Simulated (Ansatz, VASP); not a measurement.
Two plane-wave programs on BaMg6Cd

```xyz
8
Lattice="5.1702 0.0000 0.0000 0.0000 3.5314 6.0584 0.0000 -3.5314 6.0584" Properties=species:S:1:pos:R:3 pbc="T T T"
Ba    0.0000    0.0000   10.0673
Mg    0.0000   -1.7133    7.0238
Mg    0.0000    1.7133    7.0238
Mg    0.0000    0.0000    4.1238
Mg    2.5851   -1.5709    5.1839
Mg    2.5851    1.5709    5.1839
Mg    2.5851    0.0000    2.0222
Cd    2.5851    0.0000    7.8385
```

Alike in both runs: task single point; functional PBE; k mesh 8 × 6 × 6; occupations gaussian, width 0.1 eV; no spin polarisation.

|  | VASP | Ansatz |
| --- | --- | --- |
| version | VASP 6.6.1 | Ansatz 0.2.0 |
| potentials or method | VASP PAW PBE potentials, release 64 (Ba_sv, Mg, Cd), cutoff 520 eV | scalar-relativistic, plane waves, PAW |
| valence electrons in the cell | 34 | 90 |

```csv
,VASP,Ansatz,Ansatz less VASP
gap on the k mesh at the Fermi level (eV),none,none,-
pressure (GPa),0.0,0.0,0.00
"traceless stress, the component that is largest in VASP (GPa)",0.24,0.23,-0.009
rms of the force components (eV/Å),0.024,0.021,-0.0033
```

Atom by atom the forces differ by 0.005 eV/Å (rms over components). A gap of «none» marks a metal or a gap that the smearing closes. The functional is the same, so the differences come from potentials, cutoffs and numerics. VASP's potentials hold 34 valence electrons a cell and Ansatz's 90, so a difference there can come from the potentials and not from the codes.

Neither program's run includes spin-orbit coupling.
